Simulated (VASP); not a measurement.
Here is a VASP 6.6.1 calculation.

Contents of POSCAR:

```
Na
1.0
   -2.0367080221      2.0367080221      1.9050511708
    2.0367080221     -2.0367080221      1.9050511708
    2.0367080221      2.0367080221     -1.9050511708
Na
1
Direct
    0.0000000000      0.0000000000      0.0000000000
```

The input INCAR.step1:

```
PREC = Accurate ; ENCUT = 550
ISMEAR = 0 ; SIGMA = 0.1
LREAL = False ; LASPH = True
NELM = 120 ; NBANDS = 10
GGA = PE ; ALGO = Normal
EDIFF = 1E-5 ; LWAVE = True
LCHARG = False ; GGA_COMPAT = False
```

Contents of INCAR.step2:

```
PREC = Accurate ; ENCUT = 550
EDIFF = 1E-6 ; ISMEAR = 0
SIGMA = 0.1 ; LREAL = False
LASPH = True ; NELM = 120
ALGO = Normal ; ISIF = 2
LWAVE = False ; LCHARG = False
METAGGA = R2SCAN ; LMIXTAU = True
NBANDS = 10 ; ISTART = 1
GGA_COMPAT = False
```

File KPOINTS:

```
Automatic mesh
0
Gamma
  6 6 6
```

Potentials or basis: VASP PAW PBE potentials, release 64 (Na_pv).

Run with:

```console
$ cat potpaw_PBE.64/Na_pv/POTCAR > POTCAR
$ cp INCAR.step1 INCAR
$ mpirun -np 1 vasp_std > vasp.out
$ cp INCAR.step2 INCAR
$ mpirun -np 1 vasp_std > vasp.out
```

Predict the pressure.

1.9 GPa.

Estimate the band gap on the k mesh.

zero (an odd number of electrons rules out a gap without spin polarisation).

Stress tensor (GPa, compression positive):
```
2.20 0.00 0.00
0.00 2.20 0.00
0.00 0.00 1.36
```

Caveat: the k points lie up to 0.38 Å⁻¹ apart, too coarse for converged energies and pressures of a metal; the PAW data sets were made with another functional, which shifts forces and pressure a little.
